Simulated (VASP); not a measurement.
# LiF (nc) (Fm-3m) in VASP: vibrations by perturbation theory with PBE

Aim: the vibrations by perturbation theory of LiF (nc) with PBE.

Program: VASP 6.6.1. These are calculated values, not measurements. Logs are shortened: lines on timing, memory, paths and dates and some standing lists are left out, and cuts for length are marked.

**1. The cell of the first run**

The structure is cubic, space group Fm-3m (No. 225). The conventional cell has a = 4.065 Å, b = 4.065 Å, c = 4.065 Å, α = 90.00°, β = 90.00°, γ = 90.00°. Li (site symmetry m-3m) has 6 F at 2.03 Å within 2.7 Å. Within 2.7 Å of F (site symmetry m-3m) lie 6 Li at 2.03 Å.

**2. Vibrations by perturbation theory, PBE**

Input file INCAR:

```
SYSTEM = LiF
ALGO = Normal
EDIFF = 1E-8
ENCUT = 520
GGA = PE
IBRION = 8
ISIF = 2
ISMEAR = 0
LASPH = .TRUE.
LCHARG = .TRUE.
LEPSILON = .TRUE.
LREAL = .FALSE.
LWAVE = .FALSE.
NBANDS = 12
NELM = 60
NSW = 1
PREC = Accurate
SIGMA = 0.01
```

Input file KPOINTS:

```
k-points
0
G
  10 10 10
  0 0 0
```

Input file POSCAR:

```
LiF
1.0
    0.0000000000      2.0324751770      2.0324751770
    2.0324751770      0.0000000000      2.0324751770
    2.0324751770      2.0324751770      0.0000000000
Li F
1 1
Direct
    0.0000000000      0.0000000000      0.0000000000
    0.5000000000      0.5000000000      0.5000000000
```

Potentials or basis: VASP PAW PBE potentials, release 64 (Li_sv, F).

Started as:

```console
$ cat potpaw_PBE.64/Li_sv/POTCAR potpaw_PBE.64/F/POTCAR > POTCAR
$ mpirun -np 1 vasp_std > vasp.out
```

OUTCAR:

```text
SYSTEM = LiF
   EDIFF = 1E-8
   ENCUT = 520
   GGA = PE
   IBRION = 8
   ISIF = 2
   ISMEAR = 0
   LASPH = .TRUE.
   LEPSILON = .TRUE.
   LREAL = .FALSE.
   NELM = 60
   NSW = 1
   PREC = Accurate

 ion  position               nearest neighbor table
   1  0.000  0.000  0.000-   2 2.03   2 2.03   2 2.03   2 2.03   2 2.03   2 2.03
   2  0.500  0.500  0.500-   1 2.03   1 2.03   1 2.03   1 2.03   1 2.03   1 2.03

  LATTYP: Found a face centered cubic cell.
 ALAT       =     4.0649503540

  Lattice vectors:

 A1 = (   0.0000000000,   2.0324751770,   2.0324751770)
 A2 = (   2.0324751770,   0.0000000000,   2.0324751770)
 A3 = (   2.0324751770,   2.0324751770,   0.0000000000)

Analysis of symmetry for initial positions (statically):
=====================================================================
 Subroutine PRICEL returns:
 Original cell was already a primitive cell.

 Routine SETGRP: Setting up the symmetry group for a
 face centered cubic supercell.

 Subroutine GETGRP returns: Found 48 space group operations
 (whereof 48 operations were pure point group operations)
 out of a pool of 48 trial point group operations.

The static configuration has the point symmetry O_h .

Analysis of symmetry for dynamics (positions and initial velocities):
=====================================================================
 Subroutine PRICEL returns:
 Original cell was already a primitive cell.

 Routine SETGRP: Setting up the symmetry group for a
 face centered cubic supercell.

 Subroutine GETGRP returns: Found 48 space group operations
 (whereof 48 operations were pure point group operations)
 out of a pool of 48 trial point group operations.

The dynamic configuration has the point symmetry O_h .

 Subroutine INISYM returns: Found 48 space group operations
 (whereof 48 operations are pure point group operations),
 and found     1 'primitive' translations

----------------------------------------------------------------------------------------

                                     Primitive cell

  volume of cell :      16.7921

  direct lattice vectors                    reciprocal lattice vectors
     0.000000000  2.032475177  2.032475177    -0.246005464  0.246005464  0.246005464
     2.032475177  0.000000000  2.032475177     0.246005464 -0.246005464  0.246005464
     2.032475177  2.032475177  0.000000000     0.246005464  0.246005464 -0.246005464

  length of vectors
     2.874353961  2.874353961  2.874353961     0.426093963  0.426093963  0.426093963

  position of ions in fractional coordinates (direct lattice)
     0.000000000  0.000000000  0.000000000
     0.500000000  0.500000000  0.500000000

  ion indices of the primitive-cell ions
   primitive index   ion index
                 1           1
                 2           2

----------------------------------------------------------------------------------------

 KPOINTS: k-points

Automatic generation of k-mesh.
 Grid dimensions read from file:
[... 514 lines left out ...]
 ------------------------------------------------------

 Free energy of the ion-electron system (eV)
  ---------------------------------------------------
  ---------------------------------------------------
  free energy    TOTEN  =        -0.05374441 eV

  energy without entropy =       -0.05374441

------------------------ aborting loop because EDIFF is reached ----------------------------------------

--------------------------------------- Ionic step        2  -------------------------------------------

------------------------ aborting loop because EDIFF is reached ----------------------------------------

--------------------------------------- Ionic step        3  -------------------------------------------

------------------------ aborting loop because EDIFF is reached ----------------------------------------

 PIEZOELECTRIC TENSOR FIELD DIRECTION 3  (e Angst)
 -----------------------------------------------------------------------------
    -0.00018  0.00000  0.00000           ( -0.00001  0.00000  0.00000)
     0.00000 -0.00018  0.00000           (  0.00000 -0.00001  0.00000)
     0.00000  0.00000 -0.00005           (  0.00000  0.00000 -0.00001)

 PIEZOELECTRIC TENSOR FIELD DIRECTION 3  (C/m^2)
 -----------------------------------------------------------------------------
    -0.00017  0.00000  0.00000
     0.00000 -0.00017  0.00000
     0.00000  0.00000 -0.00005

--------------------------------------- Ionic step        4  -------------------------------------------

------------------------ aborting loop because EDIFF is reached ----------------------------------------

[... ionic steps 5 to 6 ...]

--------------------------------------- Ionic step        7  -------------------------------------------

 Free energy of the ion-electron system (eV)
  ---------------------------------------------------
  ---------------------------------------------------
  free energy    TOTEN  =        -0.52279343 eV

  energy without entropy =       -0.52279343

------------------------ aborting loop because EDIFF is reached ----------------------------------------

 INTERNAL STRAIN TENSOR  FOR ION    2  DIRECTION 1   (eV/Angst):
 -----------------------------------------------------------------------------
     0.00600 -0.00000 -0.00000
     0.00000  0.00485  0.00000
    -0.00000  0.00000  0.00485

 MACROSCOPIC STATIC DIELECTRIC TENSOR (including local field effects in DFT)
 ------------------------------------------------------
           2.048881    -0.000000    -0.000000
           0.000000     2.048881    -0.000000
           0.000000     0.000000     2.048881
 ------------------------------------------------------

 PIEZOELECTRIC TENSOR (including local field effects)  for field in x, y, z        (e  Angst)
          XX          YY          ZZ          XY          YZ          ZX
  --------------------------------------------------------------------------------
  x     0.00000     0.00000     0.00000     0.00000     0.00000     0.00000
  y     0.00000     0.00000     0.00000     0.00000     0.00000     0.00000
  z     0.00000     0.00000     0.00000     0.00000     0.00000     0.00000

 PIEZOELECTRIC TENSOR (including local field effects)  for field in x, y, z        (C/m^2)
          XX          YY          ZZ          XY          YZ          ZX
  --------------------------------------------------------------------------------
  x     0.00000     0.00000     0.00000     0.00000     0.00000     0.00000
  y     0.00000     0.00000     0.00000     0.00000     0.00000     0.00000
  z     0.00000     0.00000     0.00000     0.00000     0.00000     0.00000

 BORN EFFECTIVE CHARGES (including local field effects) (in |e|, cummulative output)
 ---------------------------------------------------------------------------------
 ion    1
    1     1.05329    -0.00000    -0.00000
    2     0.00000     1.05329    -0.00000
    3    -0.00000     0.00000     1.05329
 ion    2
    1    -1.05329     0.00000     0.00000
    2    -0.00000    -1.05329     0.00000
    3     0.00000    -0.00000    -1.05329

 INTERNAL STRAIN TENSOR FOR ION    2 for displacements in x,y,z  (eV/Angst):
          X           Y           Z          XY          YZ          ZX
  --------------------------------------------------------------------------------
  x     0.00000     0.00000     0.00000     0.00000     0.00000     0.00000
  y     0.00000     0.00000     0.00000     0.00000     0.00000     0.00000
  z     0.00000     0.00000     0.00000     0.00000     0.00000     0.00000

 SECOND DERIVATIVES (NOT SYMMETRIZED)
 ------------------------------------
               1X          1Y          1Z          2X          2Y          2Z
  1X    -1.413831    0.000000    0.000000    1.413831    0.000000    0.000000
  1Y     0.000000   -1.413831    0.000000    0.000000    1.413831    0.000000
  1Z     0.000000    0.000000   -1.413831    0.000000    0.000000    1.413831
  2X     1.398623    0.000000    0.000000   -1.398623    0.000000    0.000000
  2Y     0.000000    1.398623    0.000000    0.000000   -1.398623    0.000000
  2Z     0.000000    0.000000    1.398623    0.000000    0.000000   -1.398623

 Eigenvectors and eigenvalues of the dynamical matrix
 ----------------------------------------------------

   1 f  =    8.202774 THz    51.539548 2PiTHz  273.615081 cm-1    33.923931 meV
             X         Y         Z           dx          dy          dz
      0.000000  0.000000  0.000000     0.855914    0.000000    0.000000
      2.032475  2.032475  2.032475    -0.517118    0.000000    0.000000
[... 21 lines left out ...]
   6 f/i=    0.019632 THz     0.123352 2PiTHz    0.654854 cm-1     0.081192 meV
             X         Y         Z           dx          dy          dz
      0.000000  0.000000  0.000000     0.340048    0.003522   -0.389572
      2.032475  2.032475  2.032475     0.562835    0.005829   -0.644804

--------------------------------------------------------------------------------------------------------

 MACROSCOPIC STATIC DIELECTRIC TENSOR IONIC CONTRIBUTION
 ------------------------------------------------------
           8.501399    -0.000000    -0.000000
          -0.000000     8.501399    -0.000000
          -0.000000    -0.000000     8.501399
 ------------------------------------------------------

 ELASTIC MODULI CONTR FROM IONIC RELAXATION (kBar)
 Direction    XX          YY          ZZ          XY          YZ          ZX
 --------------------------------------------------------------------------------
 XX           0.0000      0.0000      0.0000      0.0000      0.0000      0.0000
 YY           0.0000      0.0000      0.0000      0.0000      0.0000      0.0000
 ZZ           0.0000      0.0000      0.0000      0.0000      0.0000      0.0000
 XY           0.0000      0.0000      0.0000      0.0000      0.0000      0.0000
 YZ           0.0000      0.0000      0.0000      0.0000      0.0000      0.0000
 ZX           0.0000      0.0000      0.0000      0.0000      0.0000      0.0000
 --------------------------------------------------------------------------------

 PIEZOELECTRIC TENSOR IONIC CONTR  for field in x, y, z        (C/m^2)
          XX          YY          ZZ          XY          YZ          ZX
  --------------------------------------------------------------------------------
  x     0.00000     0.00000     0.00000     0.00000     0.00000     0.00000
  y     0.00000     0.00000     0.00000     0.00000     0.00000     0.00000
  z     0.00000     0.00000     0.00000     0.00000     0.00000     0.00000
```

Run time: 99 s. Hardware: 1 thread of Intel Xeon 6975P-C (Granite Rapids), shared host; peak memory 0.17 GiB.

What came out:

- Electronic dielectric tensor (diagonal): 2.05
- Born charges (mean of the diagonal): Li +1.05; F -1.05 e
- Highest phonon frequency at Γ, LO-TO splitting left out: 274 cm⁻¹

Phonon frequencies in cm⁻¹ (negative: imaginary):
```csv
q point,frequencies
"(0.000, 0.000, 0.000)",-1 -1 -1 274 274 274
```

Electronic dielectric tensor:
```
2.05 0.00 0.00
0.00 2.05 0.00
0.00 0.00 2.05
```

Born effective charge tensors (e):
atom 1, Li
```
1.05 0.00 0.00
0.00 1.05 0.00
0.00 0.00 1.05
```
atom 2, F
```
-1.05  0.00  0.00
 0.00 -1.05  0.00
 0.00  0.00 -1.05
```
